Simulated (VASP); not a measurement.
Here is a VASP 6.6.1 calculation.

File INCAR:

```
SYSTEM = Se
PREC = Accurate
ENCUT = 520
EDIFF = 1E-6
ISMEAR = 0
SIGMA = 0.02
LREAL = .FALSE.
LASPH = .TRUE.
NELM = 100
ALGO = Normal
ISIF = 2
LWAVE = .FALSE.
LCHARG = .TRUE.
GGA = PS
LELF = .TRUE.
LVHAR = .TRUE.
NBANDS = 27
```

Contents of KPOINTS:

```
regular mesh
0
G
  9 9 9
  0 0 0
```

POSCAR

```
Se
1.0
    5.3491928220      3.0883579157      1.5253951818
   -5.3491928220      3.0883579157      1.5253951818
    0.0000000000     -6.1767158315      1.5253951817
Se
6
Direct
    0.8329868431      0.6977891857      0.0912446697
    0.6977891857      0.0912446697      0.8329868431
    0.0912446697      0.8329868431      0.6977891857
    0.1670131569      0.3022108143      0.9087553303
    0.3022108143      0.9087553303      0.1670131569
    0.9087553303      0.1670131569      0.3022108143
```

Potentials or basis: VASP PAW PBE potentials, release 64 (Se).

The run is started by

```bash
$ cat potpaw_PBE.64/Se/POTCAR > POTCAR
$ mpirun -np 1 vasp_std > vasp.out
```

Q: Predict the largest force.

A: 0.034 eV/Å.

Q: Estimate the band gap on the k mesh.

A: 0.95 eV, indirect (least direct gap 1.02 eV).

Q: Estimate the pressure.

A: 0.2 GPa.

Stress tensor (GPa, compression positive):
```
0.21 0.00 0.00
0.00 0.21 0.00
0.00 0.00 0.11
```

Caveat: the PAW data sets were made with another functional, which shifts forces and pressure a little. Expect the measured gap to be larger: semilocal functionals such as PBEsol lack the derivative discontinuity.
